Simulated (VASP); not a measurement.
# PdPtC4N4 (P-43m) in VASP: a series of runs

Runs on PdPtC4N4. Level: PBE. Tasks: single point.

All numbers are computed with VASP 6.6.1; they aren't measurements. Logs are shortened: lines on timing, memory, paths and dates and some standing lists are left out, and cuts for length are marked.

## (1) The cell of the first run

Symmetry: P-43m, No. 215, cubic system. The conventional cell has a = 5.909 Å, b = 5.909 Å, c = 5.909 Å, α = 90.00°, β = 90.00°, γ = 90.00°. Within 2.7 Å of Pd (site symmetry -43m) lie 4 N at 2.03 Å. Pt (site symmetry -43m) has 4 C at 1.92 Å within 2.5 Å. C (site symmetry 3m) has 1 N at 1.17 Å within 1.6 Å. Within 1.6 Å of N (site symmetry 3m) lie 1 C at 1.17 Å.

## (2) Single point, PBE

File INCAR:

```
SYSTEM = PdPtC4N4
PREC = Accurate
ENCUT = 520
EDIFF = 1E-6
ISMEAR = 0
SIGMA = 0.1
LREAL = .FALSE.
LASPH = .TRUE.
NELM = 80
ALGO = Normal
ISIF = 2
LWAVE = .FALSE.
LCHARG = .FALSE.
GGA = PE
NBANDS = 39
```

File KPOINTS:

```
Automatic mesh
0
G
  4 4 4
  0 0 0
```

File POSCAR:

```
PdPtC4N4
1.0
    5.9086026500      0.0000000000      0.0000000000
    0.0000000000      5.9086026500      0.0000000000
    0.0000000000      0.0000000000      5.9086026500
Pd Pt C N
1 1 4 4
Direct
    0.5000000000      0.5000000000      0.5000000000
    0.0000000000      0.0000000000      0.0000000000
    0.1873167900      0.1873167900      0.1873167900
    0.1873167900      0.8126832100      0.8126832100
    0.8126832100      0.1873167900      0.8126832100
    0.8126832100      0.8126832100      0.1873167900
    0.3016415900      0.3016415900      0.3016415900
    0.3016415900      0.6983584100      0.6983584100
    0.6983584100      0.3016415900      0.6983584100
    0.6983584100      0.6983584100      0.3016415900
```

Potentials or basis: VASP PAW PBE potentials, release 64 (Pd, Pt, C, N).

Launch:

```
> cat potpaw_PBE.64/Pd/POTCAR potpaw_PBE.64/Pt/POTCAR potpaw_PBE.64/C/POTCAR potpaw_PBE.64/N/POTCAR > POTCAR
> mpirun -np 1 vasp_std > vasp.out
```

OUTCAR:

```text
SYSTEM = PdPtC4N4
   PREC = Accurate
   ENCUT = 520
   EDIFF = 1E-6
   ISMEAR = 0
   LREAL = .FALSE.
   LASPH = .TRUE.
   NELM = 80
   ISIF = 2
   GGA = PE

 ion  position               nearest neighbor table
   1  0.500  0.500  0.500-   7 2.03   8 2.03   9 2.03  10 2.03
   2  0.000  0.000  0.000-   3 1.92   4 1.92   5 1.92   6 1.92
   3  0.187  0.187  0.187-   7 1.17   2 1.92
   4  0.187  0.813  0.813-   8 1.17   2 1.92
   5  0.813  0.187  0.813-   9 1.17   2 1.92
   6  0.813  0.813  0.187-  10 1.17   2 1.92
   7  0.302  0.302  0.302-   3 1.17   1 2.03
   8  0.302  0.698  0.698-   4 1.17   1 2.03
   9  0.698  0.302  0.698-   5 1.17   1 2.03
  10  0.698  0.698  0.302-   6 1.17   1 2.03

  LATTYP: Found a simple cubic cell.
 ALAT       =     5.9086026500

  Lattice vectors:

 A1 = (   5.9086026500,   0.0000000000,   0.0000000000)
 A2 = (   0.0000000000,   5.9086026500,   0.0000000000)
 A3 = (   0.0000000000,   0.0000000000,   5.9086026500)

Analysis of symmetry for initial positions (statically):
=====================================================================
 Subroutine PRICEL returns:
 Original cell was already a primitive cell.

 Routine SETGRP: Setting up the symmetry group for a
 simple cubic supercell.

 Subroutine GETGRP returns: Found 24 space group operations
 (whereof 24 operations were pure point group operations)
 out of a pool of 48 trial point group operations.

The static configuration has the point symmetry T_d .

Analysis of symmetry for dynamics (positions and initial velocities):
=====================================================================
 Subroutine PRICEL returns:
 Original cell was already a primitive cell.

 Routine SETGRP: Setting up the symmetry group for a
 simple cubic supercell.

 Subroutine GETGRP returns: Found 24 space group operations
 (whereof 24 operations were pure point group operations)
 out of a pool of 48 trial point group operations.

The dynamic configuration has the point symmetry T_d .

 Subroutine INISYM returns: Found 24 space group operations
 (whereof 24 operations are pure point group operations),
 and found     1 'primitive' translations

----------------------------------------------------------------------------------------

                                     Primitive cell

  volume of cell :     206.2787

  direct lattice vectors                    reciprocal lattice vectors
     5.908602650  0.000000000  0.000000000     0.169244754  0.000000000  0.000000000
     0.000000000  5.908602650  0.000000000     0.000000000  0.169244754  0.000000000
     0.000000000  0.000000000  5.908602650     0.000000000  0.000000000  0.169244754

  length of vectors
     5.908602650  5.908602650  5.908602650     0.169244754  0.169244754  0.169244754

  position of ions in fractional coordinates (direct lattice)
     0.500000000  0.500000000  0.500000000
     0.000000000  0.000000000  0.000000000
     0.187316790  0.187316790  0.187316790
     0.187316790  0.812683210  0.812683210
     0.812683210  0.187316790  0.812683210
     0.812683210  0.812683210  0.187316790
     0.301641590  0.301641590  0.301641590
     0.301641590  0.698358410  0.698358410
     0.698358410  0.301641590  0.698358410
     0.698358410  0.698358410  0.301641590

  ion indices of the primitive-cell ions
   primitive index   ion index
                 1           1
                 2           2
                 3           3
                 4           4
                 5           5
                 6           6
                 7           7
                 8           8
                 9           9
                10          10

----------------------------------------------------------------------------------------

 KPOINTS: Automatic mesh

Automatic generation of k-mesh.
 Grid dimensions read from file:
 generate k-points for:    4    4    4

 Generating k-lattice:

  Cartesian coordinates                     Fractional coordinates (reciprocal lattice)
     0.042311188  0.000000000  0.000000000     0.250000000  0.000000000  0.000000000
     0.000000000  0.042311188  0.000000000     0.000000000  0.250000000  0.000000000
     0.000000000  0.000000000  0.042311188     0.000000000  0.000000000  0.250000000

  Length of vectors
     0.042311188  0.042311188  0.042311188

  Shift w.r.t. Gamma in fractional coordinates (k-lattice)
     0.000000000  0.000000000  0.000000000

 Subroutine IBZKPT returns following result:
 ===========================================

 Found     10 irreducible k-points:

 Following reciprocal coordinates:
            Coordinates               Weight
  0.000000  0.000000  0.000000      1.000000
  0.250000  0.000000  0.000000      6.000000
  0.500000  0.000000  0.000000      3.000000
  0.250000  0.250000  0.000000     12.000000
  0.500000  0.250000  0.000000     12.000000
  0.500000  0.500000  0.000000      3.000000
  0.250000  0.250000  0.250000      8.000000
  0.500000  0.250000  0.250000     12.000000
  0.500000  0.500000  0.250000      6.000000
  0.500000  0.500000  0.500000      1.000000
   k-points           NKPTS =     10   k-points in BZ     NKDIM =     10   number of bands    NBANDS=     39
   number of dos      NEDOS =    301   number of ions     NIONS =     10
   total plane-waves  NPLWV = 110592
   dimension x,y,z NGX =    48 NGY =   48 NGZ =   48
   dimension x,y,z NGXF=    96 NGYF=   96 NGZF=   96
   ions per type =               1   1   4   4
   NGX,Y,Z   is equivalent  to a cutoff of  13.51, 13.51, 13.51 a.u.
   NGXF,Y,Z  is equivalent  to a cutoff of  27.01, 27.01, 27.01 a.u.
 SYSTEM =  PdPtC4N4
   PREC   = accura    normal or accurate (medium, high low for compatibility)
   ISTART =      0    job   : 0-new  1-cont  2-samecut
   ICHARG =      2    charge: 1-file 2-atom 10-const
   ISPIN  =      1    spin polarized calculation?
   LNONCOLLINEAR =      F non collinear calculations
   LSORBIT =      F    spin-orbit coupling
   LASPH  =      T    aspherical Exc in radial PAW
   ENCUT  =  520.0 eV  38.22 Ry    6.18 a.u.  10.99 10.99 10.99*2*pi/ulx,y,z
   NELM   =     80;   NELMIN=  2; NELMDL= -5     # of ELM steps
   EDIFF  = 0.1E-05   stopping-criterion for ELM
   LREAL  =      F    real-space projection
   EDIFFG = 0.1E-04   stopping-criterion for IOM
   NSW    =      0    number of steps for IOM
   IBRION =     -1    ionic relax: 0-MD 1-quasi-New 2-CG
   NFREE  =      0    steps in history (QN), initial steepest desc. (CG)
   ISIF   =      2    stress and relaxation
   ISYM   =      2    0-nonsym 1-usesym 2-fastsym
   POTIM  = 0.5000    time-step for ionic-motion
   TEBEG  =    0.0;   TEEND  =   0.0 temperature during run
   PSTRESS=    0.0 pullay stress
   NELECT =      56.0000    total number of electrons
   NUPDOWN=      -1.0000    fix difference up-down
   EMIN   =  10.00;   EMAX   =-10.00  energy-range for DOS
   EFERMI =   0.00;   METHOD = LEGACY
   ISMEAR =     0;   SIGMA  =   0.10  broadening in eV -4-tet -1-fermi 0-gaus
   EFERMI_NEDOS =   21; number of points for ismear=-14 and -15
   IALGO  =     38    algorithm
   IMIX   =      4    mixing-type and parameters
     AMIX     =   0.40;   BMIX     =  1.00
     AMIX_MAG =   1.60;   BMIX_MAG =  1.00
  volume/ion in A,a.u.               =      20.63       139.20
  Fermi-wavevector in a.u.,A,eV,Ry     =   1.060033  2.003172 15.288458  1.123670
  Thomas-Fermi vector in A             =   2.195400
   LORBIT       =      0    0 simple, 1 ext, 2 COOP (PROOUT), +10 PAW based schemes
   GGA     = PE    functional components
   LHFCALC =     F    Hartree Fock is set to
   AEXX    =    0.0000 exact exchange contribution
   IVDW    =     0    specifies the selected vdW correction
   LEPSILON=     F    determine dielectric tensor
   LRPA    =     F    only Hartree local field effects (RPA)
 non-spin polarized calculation
 Gauss-broadening in eV      SIGMA  =   0.10
  energy-cutoff  :      520.00
  volume of cell :      206.28
 maximum number of plane-waves:      5590
 NGX is ok and might be reduce to    48
   NGX = 21   NGY = 21   NGZ = 21

 number of electron      56.0000006 magnetization

 Free energy of the ion-electron system (eV)
  ---------------------------------------------------
  ext. energy  EPLUGINS =         0.00000000
  ---------------------------------------------------
  free energy    TOTEN  =       -73.22256823 eV

  energy without entropy =      -73.16078846  energy(sigma->0) =      -73.19167834

 E-fermi :  -0.5606     XC(G=0):  -7.4330

 val. band max:       -0.5645362994   @ k =   0.5000   0.2500   0.2500
 cond. band min:      -0.5090637049   @ k =   0.5000   0.2500   0.2500
 fundamental gap:      0.0554725945
 Fermi energy:        -0.5605960157

 k-point     1 :       0.0000    0.0000    0.0000
  band No.  band energies     occupation
      1     -18.2476      2.00000
      2     -18.1363      2.00000
      3     -18.1363      2.00000
      4     -18.1363      2.00000
      5      -9.4367      2.00000
      6      -8.6647      2.00000
[... 31 lines left out ...]
     38       5.1500      0.00000
     39       5.1500      0.00000

 k-point     2 :       0.2500    0.0000    0.0000
  band No.  band energies     occupation
      1     -18.2316      2.00000
      2     -18.1524      2.00000
      3     -18.1364      2.00000
      4     -18.1364      2.00000
      5      -9.4016      2.00000
      6      -8.7234      2.00000
[... 325 lines left out ...]
     38       5.2167      0.00000
     39       6.6040      0.00000

 k-point    10 :       0.5000    0.5000    0.5000
  band No.  band energies     occupation
      1     -18.1984      2.00000
      2     -18.1514      2.00000
      3     -18.1514      2.00000
      4     -18.1514      2.00000
      5      -9.4716      2.00000
      6      -8.6574      2.00000
[... 31 lines left out ...]
     38       5.2496      0.00000
     39       6.8359      0.00000

------------------------ aborting loop because EDIFF is reached ----------------------------------------

  FORCE on cell =-STRESS in cart. coord.  units (eV):
  Direction    XX          YY          ZZ          XY          YZ          ZX
  --------------------------------------------------------------------------------------
  -------------------------------------------------------------------------------------
  Total        6.6157531      6.6157531      6.6157531      0.0000000      0.0000000      0.0000000
  in kB       51.3849000     51.3849000     51.3849000      0.0000000      0.0000000      0.0000000
  external PRESSURE =      51.3849000 kB  Pullay stress =       0.0000000 kB

 VOLUME and BASIS-vectors are now :
 -----------------------------------------------------------------------------
  energy-cutoff  :      520.00
  volume of cell :      206.28
      direct lattice vectors                 reciprocal lattice vectors
     5.908602650  0.000000000  0.000000000     0.169244754  0.000000000  0.000000000
     0.000000000  5.908602650  0.000000000     0.000000000  0.169244754  0.000000000
     0.000000000  0.000000000  5.908602650     0.000000000  0.000000000  0.169244754

 POSITION                                       TOTAL-FORCE (eV/Angst)
 -----------------------------------------------------------------------------------
      2.95430      2.95430      2.95430         0.000000     -0.000000      0.000000
      0.00000      0.00000      0.00000         0.000000     -0.000000      0.000000
      1.10678      1.10678      1.10678        -0.297247     -0.297247     -0.297247
      1.10678      4.80182      4.80182        -0.297247      0.297247      0.297247
      4.80182      1.10678      4.80182         0.297247     -0.297247      0.297247
      4.80182      4.80182      1.10678         0.297247      0.297247     -0.297247
      1.78228      1.78228      1.78228         0.903212      0.903212      0.903212
      1.78228      4.12632      4.12632         0.903212     -0.903212     -0.903212
      4.12632      1.78228      4.12632        -0.903212      0.903212     -0.903212
      4.12632      4.12632      1.78228        -0.903212     -0.903212      0.903212
 -----------------------------------------------------------------------------------
    total drift:                                0.000000      0.000000      0.000000

  FREE ENERGIE OF THE ION-ELECTRON SYSTEM (eV)
  ---------------------------------------------------
  free  energy   TOTEN  =       -73.2225682285 eV

  energy  without entropy=      -73.1607884594  energy(sigma->0) =      -73.19167834
```

Wall time 80 s (1 thread of Intel Xeon 6975P-C (Granite Rapids), shared host); peak memory 0.36 GiB.

What came out:

```yaml
Free_energy: -73.2226 eV
Pressure: 5.1 GPa
Largest_force: 1.564 eV/Å
Band_gap_on_the_k_mesh: zero (band 28 reaches -0.56 eV, above the bottom of band 29 at -0.79 eV)
```

Forces on the atoms (eV/Å):
```
Pd   0.000  0.000  0.000
Pt   0.000  0.000  0.000
C   -0.297 -0.297 -0.297
C   -0.297  0.297  0.297
C    0.297 -0.297  0.297
C    0.297  0.297 -0.297
N    0.903  0.903  0.903
N    0.903 -0.903 -0.903
N   -0.903  0.903 -0.903
N   -0.903 -0.903  0.903
```

Caveat: spin-orbit coupling is left out, which moves the levels of the heavy elements; forces of over 1 eV/Å act on the atoms, so gaps and moduli don't describe the material at rest.

## (3) Single point, PBE

This run uses another cell than the first one, of 21.79 Å³/atom, 1.056 times its volume.

File INCAR:

```
ALGO     = Normal         # electronic algorithm
EDIFF    = 1E-7           # SCF threshold, eV
ENCUT    = 520            # plane-wave cutoff, eV
GGA      = PE             # functional
ISIF     = 2              # what is computed and relaxed
ISMEAR   = 0              # smearing method
LASPH    = T              # aspherical terms in the spheres
LCHARG   = F              # write CHGCAR
LREAL    = F              # projectors in reciprocal space
LWAVE    = F              # write WAVECAR
NBANDS   = 39             # bands
NELM     = 60             # most SCF steps
PREC     = Accurate       # precision mode
SIGMA    = 0.1            # smearing width, eV
```

File KPOINTS:

```
k-points
0
Gamma
  4 4 4
```

File POSCAR:

```
PdPtC4N4
1.0
    6.0177058223      0.0000000000      0.0000000000
    0.0000000000      6.0177058223      0.0000000000
    0.0000000000      0.0000000000      6.0177058223
Pd Pt C N
1 1 4 4
Direct
    0.5000000000      0.5000000000      0.5000000000
    0.0000000000      0.0000000000      0.0000000000
    0.1898056754      0.1898056754      0.1898056754
    0.1898056754      0.8101943246      0.8101943246
    0.8101943246      0.1898056754      0.8101943246
    0.8101943246      0.8101943246      0.1898056754
    0.3031685500      0.3031685500      0.3031685500
    0.3031685500      0.6968314500      0.6968314500
    0.6968314500      0.3031685500      0.6968314500
    0.6968314500      0.6968314500      0.3031685500
```

Potentials or basis: VASP PAW PBE potentials, release 64 (Pd, Pt, C, N).

Launch:

```
> cat potpaw_PBE.64/Pd/POTCAR potpaw_PBE.64/Pt/POTCAR potpaw_PBE.64/C/POTCAR potpaw_PBE.64/N/POTCAR > POTCAR
> mpirun -np 1 vasp_std > vasp.out
```

It took 87 s on 1 thread of Intel Xeon 6975P-C (Granite Rapids), shared host; peak memory 0.37 GiB.

Results (log left out):

* Free energy: -73.4359 eV
* Pressure: 0.4 GPa
* Largest force: 0.311 eV/Å
* Band gap on the k mesh: zero (band 28 reaches -0.94 eV, above the bottom of band 29 at -1.21 eV)

Forces in eV/Å, atoms in the order of the input:
```
Pd   0.000  0.000  0.000
Pt   0.000  0.000  0.000
C   -0.170 -0.170 -0.170
C   -0.170  0.170  0.170
C    0.170 -0.170  0.170
C    0.170  0.170 -0.170
N    0.180  0.180  0.180
N    0.180 -0.180 -0.180
N   -0.180  0.180 -0.180
N   -0.180 -0.180  0.180
```

Levels at points of the mesh, in eV from the Fermi level:
```tsv
k point	band 25	band 26	band 27	band 28	band 29	band 30	band 31	band 32
(0.00, 0.00, 0.00)	-0.60	-0.60	-0.60	-0.25	-0.25	-0.25	5.08	5.08
(0.50, 0.00, 0.00)	-1.02	-1.02	-0.24	-0.05	0.37	0.37	4.72	4.72
(0.50, 0.50, 0.00)	-0.92	-0.92	-0.26	-0.05	0.29	0.29	4.92	4.92
(0.50, 0.50, 0.50)	-0.45	-0.45	-0.45	-0.27	-0.27	-0.27	5.12	5.12
```

Caveat: spin-orbit coupling is left out, which moves the levels of the heavy elements.

## (4) Single point, PBE

This run uses another cell than the first one, of 21.82 Å³/atom, 1.058 times its volume.

File INCAR:

```
  PREC = Accurate
  ENCUT = 520
  EDIFF = 1E-6
  ISMEAR = 0
  SIGMA = 0.2
  LREAL = F
  LASPH = T
  NELM = 60
  ALGO = Normal
  ISIF = 2
  LWAVE = F
  LCHARG = T
  GGA = PE
  LELF = T
  LVHAR = T
  NBANDS = 39
```

File KPOINTS:

```
regular mesh
0
Gamma
  4 4 4
```

File POSCAR:

```
PdPtC4N4
1.0
    6.0200358390      0.0000000000      0.0000000000
    0.0000000000      6.0200358390      0.0000000000
    0.0000000000      0.0000000000      6.0200358390
Pd Pt C N
1 1 4 4
Direct
    0.5000000000      0.5000000000      0.5000000000
    1.0000000000      0.0000000000      0.0000000000
    0.1898078140      0.1898078140      0.1898078140
    0.1898078140      0.8101921860      0.8101921860
    0.8101921860      0.1898078140      0.8101921860
    0.8101921860      0.8101921860      0.1898078140
    0.3031580290      0.3031580290      0.3031580290
    0.3031580290      0.6968419710      0.6968419710
    0.6968419710      0.3031580290      0.6968419710
    0.6968419710      0.6968419710      0.3031580290
```

Launch:

```
> cat potpaw_PBE.64/Pd/POTCAR potpaw_PBE.64/Pt/POTCAR potpaw_PBE.64/C/POTCAR potpaw_PBE.64/N/POTCAR > POTCAR
> mpirun -np 1 vasp_std > vasp.out
```

It took 79 s on 1 thread of Intel Xeon 6975P-C (Granite Rapids), shared host; peak memory 0.37 GiB.

The run converged. Its results:

```
Free energy            : -73.5129 eV
Pressure               : 0.3 GPa
Largest force          : 0.267 eV/Å
Band gap on the k mesh : zero (band 28 reaches -0.94 eV, above the bottom of band 29 at -1.22 eV)
```

Forces in eV/Å, atoms in the order of the input:
```
Pd   0.000  0.000  0.000
Pt   0.000  0.000  0.000
C   -0.154 -0.154 -0.154
C   -0.154  0.154  0.154
C    0.154 -0.154  0.154
C    0.154  0.154 -0.154
N    0.153  0.153  0.153
N    0.153 -0.153 -0.153
N   -0.153  0.153 -0.153
N   -0.153 -0.153  0.153
```

Levels at points of the mesh, in eV from the Fermi level:
```tsv
k point	band 25	band 26	band 27	band 28	band 29	band 30	band 31	band 32
(0.00, 0.00, 0.00)	-0.59	-0.59	-0.59	-0.24	-0.24	-0.24	5.08	5.08
(0.50, 0.00, 0.00)	-1.01	-1.01	-0.23	-0.04	0.38	0.38	4.73	4.73
(0.50, 0.50, 0.00)	-0.91	-0.91	-0.24	-0.04	0.30	0.30	4.93	4.93
(0.50, 0.50, 0.50)	-0.43	-0.43	-0.43	-0.26	-0.26	-0.26	5.12	5.12
```

Caveat: spin-orbit coupling is left out, which moves the levels of the heavy elements.

## (5) The runs side by side

```tsv
cell	smearing	gap on the mesh (eV)	pressure (GPa)	largest force (eV/Å)
a = 5.909 Å, 10 atoms	gaussian 0.1 eV	none	5.1	1.56
a = 6.018 Å, 10 atoms	gaussian 0.1 eV	none	0.4	0.31
a = 6.020 Å, 10 atoms	gaussian 0.2 eV	none	0.3	0.27
```

Alike in all rows: task single point; level PBE; potentials or basis VASP PAW PBE potentials, release 64 (Pd, Pt, C, N); no spin polarisation; k mesh 4 × 4 × 4; cutoff (eV) 520.

Caveats: spin-orbit coupling is left out, which moves the levels of the heavy elements; forces of over 1 eV/Å act on the atoms, so gaps and moduli don't describe the material at rest (some runs).

Total energies depend on the potentials used, so only differences within one code and one set of settings carry meaning.
